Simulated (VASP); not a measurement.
# ReSbC3 (P6/mmm) in VASP: single point with PBE

Aim: the single point of ReSbC3 with PBE.

All numbers are computed with VASP 6.6.1; they aren't measurements. Logs are shortened: lines on timing, memory, paths and dates and some standing lists are left out, and cuts for length are marked.

## Step 1: The cell of the first run

It takes space group P6/mmm (No. 191, hexagonal). The conventional cell has a = 4.541 Å, b = 4.541 Å, c = 5.087 Å, α = 90.00°, β = 90.00°, γ = 120.00°. Within 3.5 Å of Re (site symmetry 6/mmm) lie 2 Sb at 2.54 Å and 12 C at 3.41 Å. Within 3.0 Å of Sb (site symmetry 6/mmm) lie 6 C at 2.27 Å and 2 Re at 2.54 Å. C (site symmetry mmm) has 4 C at 2.27 Å and 2 Sb at 2.27 Å within 3.0 Å.

The cell was generated, and may not be a known phase.

## Step 2: Single point, PBE

The input, INCAR:

```
SYSTEM = ReSbC3
PREC     = Accurate       ! precision mode
ENCUT    = 700            ! plane-wave cutoff, eV
EDIFF    = 1E-6           ! SCF threshold, eV
ISMEAR   = 0              ! smearing method
SIGMA    = 0.1            ! smearing width, eV
LREAL    = .FALSE.        ! projectors in reciprocal space
LASPH    = .TRUE.         ! aspherical terms in the spheres
NELM     = 120            ! most SCF steps
ALGO     = Normal         ! electronic algorithm
ISIF     = 2              ! what is computed and relaxed
LWAVE    = .FALSE.        ! write WAVECAR
LCHARG   = .TRUE.         ! write CHGCAR
GGA      = PE             ! functional
LELF     = .TRUE.         ! ELF
LVHAR    = .TRUE.       
NBANDS   = 29             ! bands
GGA_COMPAT= .FALSE.
```

The input, KPOINTS:

```
Automatic mesh
0
G
  9 9 8
  0 0 0
```

The input, POSCAR:

```
ReSbC3
1.0
    4.5409187207      0.0000000000      0.0000000000
   -2.2704593604      3.9325509686      0.0000000000
    0.0000000000      0.0000000000      5.0870077065
Re Sb C
1 1 3
Direct
    0.0000000000      0.0000000000      0.5000000000
    0.0000000000      0.0000000000      0.0000000000
    0.5000000000      0.0000000000      0.0000000000
    0.0000000000      0.5000000000      0.0000000000
    0.5000000000      0.5000000000      0.0000000000
```

Potentials or basis: VASP PAW PBE potentials, release 64 (Re_sv_GW, Sb_d_GW, C).

Started as:

```
cat potpaw_PBE.64/Re_sv_GW/POTCAR potpaw_PBE.64/Sb_d_GW/POTCAR potpaw_PBE.64/C/POTCAR > POTCAR
mpirun -np 1 vasp_std > vasp.out
```

OUTCAR:

```text
SYSTEM = ReSbC3
   PREC = Accurate
   ENCUT = 700
   EDIFF = 1E-6
   ISMEAR = 0
   LREAL = .FALSE.
   LASPH = .TRUE.
   NELM = 120
   ISIF = 2
   GGA = PE

 ion  position               nearest neighbor table
   1  0.000  0.000  0.500-   2 2.54   2 2.54
   2  0.000  0.000  0.000-   5 2.27   5 2.27   4 2.27   4 2.27   3 2.27   3 2.27   1 2.54   1 2.54

   3  0.500  0.000  0.000-   2 2.27   2 2.27
   4  0.000  0.500  0.000-   2 2.27   2 2.27
   5  0.500  0.500  0.000-   2 2.27   2 2.27

  LATTYP: Found a hexagonal cell.
 ALAT       =     4.5409187207
 C/A-ratio  =     1.1202595817

  Lattice vectors:

 A1 = (   4.5409187207,   0.0000000000,   0.0000000000)
 A2 = (  -2.2704593604,   3.9325509686,   0.0000000000)
 A3 = (   0.0000000000,   0.0000000000,   5.0870077065)

Analysis of symmetry for initial positions (statically):
=====================================================================
 Subroutine PRICEL returns:
 Original cell was already a primitive cell.

 Routine SETGRP: Setting up the symmetry group for a
 hexagonal supercell.

 Subroutine GETGRP returns: Found 24 space group operations
 (whereof 24 operations were pure point group operations)
 out of a pool of 24 trial point group operations.

The static configuration has the point symmetry D_6h.

Analysis of symmetry for dynamics (positions and initial velocities):
=====================================================================
 Subroutine PRICEL returns:
 Original cell was already a primitive cell.

 Routine SETGRP: Setting up the symmetry group for a
 hexagonal supercell.

 Subroutine GETGRP returns: Found 24 space group operations
 (whereof 24 operations were pure point group operations)
 out of a pool of 24 trial point group operations.

The dynamic configuration has the point symmetry D_6h.

 Subroutine INISYM returns: Found 24 space group operations
 (whereof 24 operations are pure point group operations),
 and found     1 'primitive' translations

----------------------------------------------------------------------------------------

                                     Primitive cell

  volume of cell :      90.8407

  direct lattice vectors                    reciprocal lattice vectors
     4.540918721  0.000000000  0.000000000     0.220219753  0.127143934  0.000000000
    -2.270459360  3.932550969  0.000000000     0.000000000  0.254287868  0.000000000
[... 91 lines left out ...]
   EDIFF  = 0.1E-05   stopping-criterion for ELM
   LREAL  =      F    real-space projection
   EDIFFG = 0.1E-04   stopping-criterion for IOM
   NSW    =      0    number of steps for IOM
   IBRION =     -1    ionic relax: 0-MD 1-quasi-New 2-CG
   NFREE  =      0    steps in history (QN), initial steepest desc. (CG)
   ISIF   =      2    stress and relaxation
   ISYM   =      2    0-nonsym 1-usesym 2-fastsym
   POTIM  = 0.5000    time-step for ionic-motion
   TEBEG  =    0.0;   TEEND  =   0.0 temperature during run
   PSTRESS=    0.0 pullay stress
   NELECT =      42.0000    total number of electrons
   NUPDOWN=      -1.0000    fix difference up-down
   EMIN   =  10.00;   EMAX   =-10.00  energy-range for DOS
   EFERMI =   0.00;   METHOD = LEGACY
   ISMEAR =     0;   SIGMA  =   0.10  broadening in eV -4-tet -1-fermi 0-gaus
   EFERMI_NEDOS =   21; number of points for ismear=-14 and -15
   IALGO  =     38    algorithm
   IMIX   =      4    mixing-type and parameters
     AMIX     =   0.40;   BMIX     =  1.00
     AMIX_MAG =   1.60;   BMIX_MAG =  1.00
  volume/ion in A,a.u.               =      18.17       122.60
  Fermi-wavevector in a.u.,A,eV,Ry     =   1.265895  2.392195 21.803210  1.602491
  Thomas-Fermi vector in A             =   2.399124
   LORBIT       =      0    0 simple, 1 ext, 2 COOP (PROOUT), +10 PAW based schemes
   GGA     = PE    functional components
   LHFCALC =     F    Hartree Fock is set to
   AEXX    =    0.0000 exact exchange contribution
   IVDW    =     0    specifies the selected vdW correction
   LEPSILON=     F    determine dielectric tensor
   LRPA    =     F    only Hartree local field effects (RPA)
 non-spin polarized calculation
 Gauss-broadening in eV      SIGMA  =   0.10
  energy-cutoff  :      700.00
  volume of cell :       90.84
 maximum number of plane-waves:      3833
 NGX is ok and might be reduce to    40
   NGX = 19   NGY = 19   NGZ = 21

 number of electron      42.0000000 magnetization

 Free energy of the ion-electron system (eV)
  ---------------------------------------------------
  ext. energy  EPLUGINS =         0.00000000
  ---------------------------------------------------
  free energy    TOTEN  =       -25.01242835 eV

  energy without entropy =      -24.97598312  energy(sigma->0) =      -24.99420574

 E-fermi :   3.9129     XC(G=0): -10.0122

 val. band max:        3.9123360954   @ k =   0.2222   0.0000   0.1250
 cond. band min:       3.9192561493   @ k =   0.2222   0.0000   0.5000
 fundamental gap:      0.0069200538
 Fermi energy:         3.9128550965

 k-point     1 :       0.0000    0.0000    0.0000
  band No.  band energies     occupation
      1     -75.6078      2.00000
      2     -37.5123      2.00000
      3     -37.5123      2.00000
      4     -37.3922      2.00000
      5     -25.1894      2.00000
      6     -25.1894      2.00000
[... 757 lines left out ...]
     28       7.4629      0.00000
     29       8.0307      0.00000

 [... further k-points ...]

------------------------ aborting loop because EDIFF is reached ----------------------------------------

  FORCE on cell =-STRESS in cart. coord.  units (eV):
  Direction    XX          YY          ZZ          XY          YZ          ZX
  --------------------------------------------------------------------------------------
  -------------------------------------------------------------------------------------
  Total        0.0562439      0.0562439     -0.0459997     -0.0000000     -0.0000000      0.0000000
  in kB        0.9919854      0.9919854     -0.8113064     -0.0000000     -0.0000000      0.0000000
  external PRESSURE =       0.3908881 kB  Pullay stress =       0.0000000 kB

 VOLUME and BASIS-vectors are now :
 -----------------------------------------------------------------------------
  energy-cutoff  :      700.00
  volume of cell :       90.84
      direct lattice vectors                 reciprocal lattice vectors
     4.540918721  0.000000000  0.000000000     0.220219753  0.127143934  0.000000000
    -2.270459360  3.932550969  0.000000000     0.000000000  0.254287868  0.000000000
     0.000000000  0.000000000  5.087007706     0.000000000  0.000000000  0.196579219

 POSITION                                       TOTAL-FORCE (eV/Angst)
 -----------------------------------------------------------------------------------
      0.00000      0.00000      2.54350         0.000000      0.000000      0.000000
      0.00000      0.00000      0.00000         0.000000      0.000000      0.000000
      2.27046      0.00000      0.00000         0.000000      0.000000      0.000000
     -1.13523      1.96628      0.00000        -0.000000      0.000000      0.000000
      1.13523      1.96628      0.00000         0.000000      0.000000      0.000000
 -----------------------------------------------------------------------------------
    total drift:                               -0.000000      0.000000     -0.000000

  FREE ENERGIE OF THE ION-ELECTRON SYSTEM (eV)
  ---------------------------------------------------
  free  energy   TOTEN  =       -25.0124283506 eV

  energy  without entropy=      -24.9759831213  energy(sigma->0) =      -24.99420574
```

It took 14 min on 1 thread of AMD EPYC 7R43 (Zen 3), shared host; peak memory 0.41 GiB.

Results:

```
Free energy            : -25.0124 eV
Pressure               : 0.0 GPa
Band gap on the k mesh : zero (bands 21 and 22 overlap by 0.60 eV)
```

Levels at points of the mesh, in eV from the Fermi level:
```
           k point  band 19  band 20  band 21  band 22  band 23  band 24
(0.00, 0.00, 0.00)    -0.53    -0.53    -0.07    -0.07     0.94     0.94
(0.00, 0.00, 0.50)    -0.68    -0.68     0.03     0.03     0.97     1.62
```

Caveat: spin-orbit coupling is left out, which moves the levels of the heavy elements.
